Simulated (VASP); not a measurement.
# LiCl (F-43m) in VASP: G0W0 quasiparticle levels with PBE

Aim: the G0W0 quasiparticle levels of LiCl with PBE.

Everything below comes from runs of VASP 6.6.1. Logs are shortened: lines on timing, memory, paths and dates and some standing lists are left out, and cuts for length are marked.

### Step 1. The cell of the first run

The structure is cubic, space group F-43m (No. 216). The conventional cell has a = 5.466 Å, b = 5.466 Å, c = 5.466 Å, α = 90.00°, β = 90.00°, γ = 90.00°. Within 3.1 Å of Li (site symmetry -43m) lie 4 Cl at 2.37 Å. Within 3.1 Å of Cl (site symmetry -43m) lie 4 Li at 2.37 Å.

### Step 2. G0W0 quasiparticle levels, PBE

POSCAR reads:

```
LiCl
1.0
    0.0000000000      2.7330425300      2.7330425300
    2.7330425300      0.0000000000      2.7330425300
    2.7330425300      2.7330425300      0.0000000000
Li Cl
1 1
Direct
    0.0000000000      0.0000000000      0.0000000000
    0.2500000000      0.2500000000      0.2500000000
```

INCAR.step1 reads:

```
SYSTEM = LiCl
PREC     = Accurate       ! precision mode
ENCUT    = 500            ! plane-wave cutoff, eV
EDIFF    = 1E-8           ! SCF threshold, eV
ISMEAR   = 0              ! smearing method
SIGMA    = 0.01           ! smearing width, eV
LREAL    = .FALSE.        ! projectors in reciprocal space
LASPH    = .TRUE.         ! aspherical terms in the spheres
NELM     = 100            ! most SCF steps
ALGO     = Normal         ! electronic algorithm
LWAVE    = .TRUE.         ! write WAVECAR
LCHARG   = .FALSE.        ! write CHGCAR
GGA      = PE             ! functional
```

INCAR.step2 reads:

```
SYSTEM = LiCl
PREC     = Accurate       ! precision mode
ENCUT    = 500            ! plane-wave cutoff, eV
EDIFF    = 1E-8           ! SCF threshold, eV
ISMEAR   = 0              ! smearing method
SIGMA    = 0.01           ! smearing width, eV
LREAL    = .FALSE.        ! projectors in reciprocal space
LASPH    = .TRUE.         ! aspherical terms in the spheres
NELM     = 1              ! most SCF steps
ALGO     = Exact          ! electronic algorithm
LWAVE    = .TRUE.         ! write WAVECAR
LCHARG   = .FALSE.        ! write CHGCAR
GGA      = PE             ! functional
NBANDS   = 286            ! bands
LOPTICS  = .TRUE.         ! frequency-dependent dielectric function
ISTART   = 1
```

INCAR.step3 reads:

```
SYSTEM = LiCl
PREC     = Accurate       ! precision mode
ENCUT    = 500            ! plane-wave cutoff, eV
EDIFF    = 1E-8           ! SCF threshold, eV
ISMEAR   = 0              ! smearing method
SIGMA    = 0.01           ! smearing width, eV
LREAL    = .FALSE.        ! projectors in reciprocal space
LASPH    = .TRUE.         ! aspherical terms in the spheres
ALGO     = EVGW0          ! electronic algorithm
LWAVE    = .FALSE.        ! write WAVECAR
LCHARG   = .FALSE.        ! write CHGCAR
GGA      = PE             ! functional
NELMGW   = 1            
NBANDS   = 286            ! bands
ENCUTGW  = 200            ! cutoff of the response function
NOMEGA   = 48             ! frequency points
PRECFOCK = Fast         
ISTART   = 1            
NBANDSGW = 12
```

KPOINTS reads:

```
Automatic mesh
0
G
  4 4 4
  0 0 0
```

Potentials or basis: VASP PAW PBE potentials, release 64 (Li_GW, Cl_GW).

Run with:

```
cat potpaw_PBE.64/Li_GW/POTCAR potpaw_PBE.64/Cl_GW/POTCAR > POTCAR
cp INCAR.step1 INCAR
mpirun -np 1 vasp_std > vasp.out
cp INCAR.step2 INCAR
mpirun -np 1 vasp_std > vasp.out
cp INCAR.step3 INCAR
mpirun -np 1 vasp_std > vasp.out
```

OUTCAR:

```text
SYSTEM = LiCl
   PREC = Accurate
   ENCUT = 500
   EDIFF = 1E-8
   ISMEAR = 0
   LREAL = .FALSE.
   LASPH = .TRUE.
   GGA = PE
   NELMGW = 1
   ENCUTGW = 200
   PRECFOCK = Fast
   ISTART = 1

 ion  position               nearest neighbor table
   1  0.000  0.000  0.000-   2 2.37   2 2.37   2 2.37   2 2.37
   2  0.250  0.250  0.250-   1 2.37   1 2.37   1 2.37   1 2.37

  LATTYP: Found a face centered cubic cell.
 ALAT       =     5.4660850600

  Lattice vectors:

 A1 = (   0.0000000000,   2.7330425300,   2.7330425300)
 A2 = (   2.7330425300,   0.0000000000,   2.7330425300)
 A3 = (   2.7330425300,   2.7330425300,   0.0000000000)

Analysis of symmetry for initial positions (statically):
=====================================================================
 Subroutine PRICEL returns:
 Original cell was already a primitive cell.

 Routine SETGRP: Setting up the symmetry group for a
 face centered cubic supercell.

 Subroutine GETGRP returns: Found 24 space group operations
 (whereof 24 operations were pure point group operations)
 out of a pool of 48 trial point group operations.

The static configuration has the point symmetry T_d .

Analysis of symmetry for dynamics (positions and initial velocities):
=====================================================================
 Subroutine PRICEL returns:
 Original cell was already a primitive cell.

 Routine SETGRP: Setting up the symmetry group for a
 face centered cubic supercell.

 Subroutine GETGRP returns: Found 24 space group operations
 (whereof 24 operations were pure point group operations)
 out of a pool of 48 trial point group operations.

The dynamic configuration has the point symmetry T_d .

 Subroutine INISYM returns: Found 24 space group operations
 (whereof 24 operations are pure point group operations),
 and found     1 'primitive' translations

----------------------------------------------------------------------------------------

[... 72 lines left out ...]
   LASPH  =      T    aspherical Exc in radial PAW
   ENCUT  =  500.0 eV  36.75 Ry    6.06 a.u.   7.05  7.05  7.05*2*pi/ulx,y,z
   NELM   =     60;   NELMIN=  2; NELMDL=  0     # of ELM steps
   EDIFF  = 0.1E-07   stopping-criterion for ELM
   LREAL  =      F    real-space projection
   EDIFFG = 0.1E-06   stopping-criterion for IOM
   NSW    =      0    number of steps for IOM
   IBRION =     -1    ionic relax: 0-MD 1-quasi-New 2-CG
   NFREE  =      0    steps in history (QN), initial steepest desc. (CG)
   ISIF   =      0    stress and relaxation
   ISYM   =      3    0-nonsym 1-usesym 2-fastsym
   POTIM  = 0.5000    time-step for ionic-motion
   TEBEG  =    0.0;   TEEND  =   0.0 temperature during run
   PSTRESS=    0.0 pullay stress
   NELECT =       8.0000    total number of electrons
   NUPDOWN=      -1.0000    fix difference up-down
   EMIN   =  10.00;   EMAX   =-10.00  energy-range for DOS
   EFERMI =   0.00;   METHOD = LEGACY
   ISMEAR =     0;   SIGMA  =   0.01  broadening in eV -4-tet -1-fermi 0-gaus
   EFERMI_NEDOS =   21; number of points for ismear=-14 and -15
   IALGO  =     38    algorithm
   IMIX   =      4    mixing-type and parameters
     AMIX     =   0.40;   BMIX     =  1.00
     AMIX_MAG =   1.60;   BMIX_MAG =  1.00
  volume/ion in A,a.u.               =      20.41       137.76
  Fermi-wavevector in a.u.,A,eV,Ry     =   0.950857  1.796859 12.301416  0.904129
  Thomas-Fermi vector in A             =   2.079273
   LORBIT       =      0    0 simple, 1 ext, 2 COOP (PROOUT), +10 PAW based schemes
   GGA     = PE    functional components
   LHFCALC =     T    Hartree Fock is set to
   PRECFOCK=fast      Normal, Fast or Accurate (Low or Medium for compatibility)
   ENCUT4O =  -1.0   cutoff for four orbital integrals eV
   NKREDX  =     1    reduce k-point grid by
   NKREDY  =     1    reduce k-point grid by
   NKREDZ  =     1    reduce k-point grid by
   AEXX    =    1.0000 exact exchange contribution
   HFSCREEN=    0.0000 screening length (either q_TF or 0.3 A-1)
   HFSCREENC=   0.0000 screening length for correlation (either q_TF or 0.3 A-1)
   ENCUTFOCK=  -1.0 apply spherical cutoff to Coloumb kernel
   IVDW    =     0    specifies the selected vdW correction
   LEPSILON=     F    determine dielectric tensor
   LRPA    =     F    only Hartree local field effects (RPA)
   LRPAFORCE           =     F    calculate RPA forces
   ENCUTGW             = 200.0    cutoff for response function in eV
   ENCUTGWSOFT         = 160.0    soft cutoff for Coulomb kernel in GW response function in eV
   ENCUTLF             =  -1.0    cutoff for local field effects
   NELMGW              =     1    number of iterations in solving QP/BSE equation
   NELMHF              =     1    number of iterations in the inner HF iteration
   NKREDLFX            =     1    NKREDLFY  =   1   NKREDLFZ  =   1
 non-spin polarized calculation
 Gauss-broadening in eV      SIGMA  =   0.01
  energy-cutoff  :      500.00
  volume of cell :       40.83
 maximum number of plane-waves:      1056
  NGX = 16; NGY = 16; NGZ = 16
   NGX = 15   NGY = 15   NGZ = 15
 maximum number of plane-waves:       274

 QP shifts <psi_nk| G(iteration)W_0 |psi_nk>: iteration 1
 for sc-GW calculations column KS-energies equals QP-energies in previous step
 and V_xc(KS)=  KS-energies - (<T + V_ion + V_H > + <T+V_H+V_ion>^1  + <V_x>^1)

 k-point   1 :       0.0000    0.0000    0.0000
  band No.  KS-energies  QP-energies   sigma(KS)   V_xc(KS)     V^pw_x(r,r')   Z            occupation Imag(sigma)

      1     -15.1458     -16.7915     -17.1436     -14.9600     -24.2651       0.7537       2.0000       1.4040
      2      -2.4011      -4.6194     -17.3208     -14.5471     -18.9236       0.7998       2.0000       0.0219
      3      -2.4011      -4.6194     -17.3208     -14.5471     -18.9236       0.7998       2.0000       0.0219
      4      -2.4011      -4.6194     -17.3208     -14.5471     -18.9236       0.7998       2.0000       0.0219
      5       3.6450       4.3279      -6.2378      -7.0403      -3.1583       0.8510       0.0000      -0.0830
      6       7.7057       9.1336      -6.7397      -8.4340      -3.4144       0.8427       0.0000      -0.0766
      7       7.7057       9.1336      -6.7397      -8.4340      -3.4144       0.8427       0.0000      -0.0766
      8       7.7057       9.1336      -6.7397      -8.4340      -3.4144       0.8427       0.0000      -0.0766
      9      11.8903      13.4805      -8.3584     -10.3006      -4.4385       0.8188       0.0000      -0.1062
     10      11.8903      13.4805      -8.3584     -10.3006      -4.4385       0.8188       0.0000      -0.1062
     11      15.3084      15.8726      -5.4779      -6.1812      -1.2874       0.8022       0.0000      -0.3364
     12      15.3084      15.8726      -5.4779      -6.1812      -1.2874       0.8022       0.0000      -0.3364
[... 100 lines left out ...]
      1     -14.7479     -16.2053     -17.5117     -15.4353     -24.5642       0.7019       2.0000       1.1969
      2      -3.8169      -6.2158     -15.9242     -12.9031     -17.7573       0.7941       2.0000       0.0310
      3      -3.5362      -5.9268     -16.2830     -13.2689     -18.0953       0.7931       2.0000       0.0303
      4      -3.3878      -5.7032     -16.1462     -13.2294     -17.8817       0.7938       2.0000       0.0273
      5       5.7300       6.5650      -6.6412      -7.6319      -3.5714       0.8429       0.0000      -0.0748
      6       8.3184       9.3740      -7.1520      -8.4116      -3.7965       0.8380       0.0000      -0.0823
      7       8.4068       9.5831      -6.2174      -7.6272      -2.6735       0.8343       0.0000      -0.0947
      8       9.4188      10.8475      -7.8458      -9.5862      -4.1451       0.8209       0.0000      -0.0895
      9      11.7279      13.0869      -7.0861      -8.7889      -2.9733       0.7981       0.0000      -0.1376
     10      13.6204      15.4810      -8.9778     -11.3205      -4.6302       0.7943       0.0000      -0.1393
     11      14.6172      15.5704      -7.4232      -8.6240      -3.0231       0.7938       0.0000      -0.2736
     12      14.7619      16.4863      -8.7577     -10.9123      -4.2406       0.8003       0.0000      -0.2227
```

OUTCAR.step2:

```text
SYSTEM = LiCl
   PREC = Accurate
   ENCUT = 500
   EDIFF = 1E-8
[... 689 lines left out ...]
  --------------------------------------------------------------------------------------------------------------
     0.00000     2.73059     2.73059     2.73059    -0.00000    -0.00000    -0.00000
     2.67276     2.86909     2.86909     2.86909    -0.00000    -0.00000    -0.00000
     5.34552     3.59050     3.59050     3.59050    -0.00000    -0.00000     0.00000
     8.01828     3.54418     3.54418     3.54418    -0.00000    -0.00000     0.00000
    10.69104     1.40516     1.40516     1.40516    -0.00000    -0.00000     0.00000
    13.36379    -1.03512    -1.03512    -1.03512     0.00000     0.00000     0.00000
[... 92 lines left out ...]
   261.93038     0.99608     0.99608     0.99608     0.00000     0.00000     0.00000
   264.60313     0.99616     0.99616     0.99616     0.00000     0.00000     0.00000
```

Run time: 6.2 min. Hardware: 1 thread of Intel Xeon 8259CL, shared host; peak memory 0.59 GiB.

What came out:

- Band gap on the k mesh, mean-field level: 6.05 eV, direct
- Quasiparticle gap: 8.95 eV
- Least direct quasiparticle gap: 8.95 eV

Caveat: the k points lie up to 0.50 Å⁻¹ apart; bands, screening cutoff and mesh are small and nothing is extrapolated, so the quasiparticle values aren't converged.
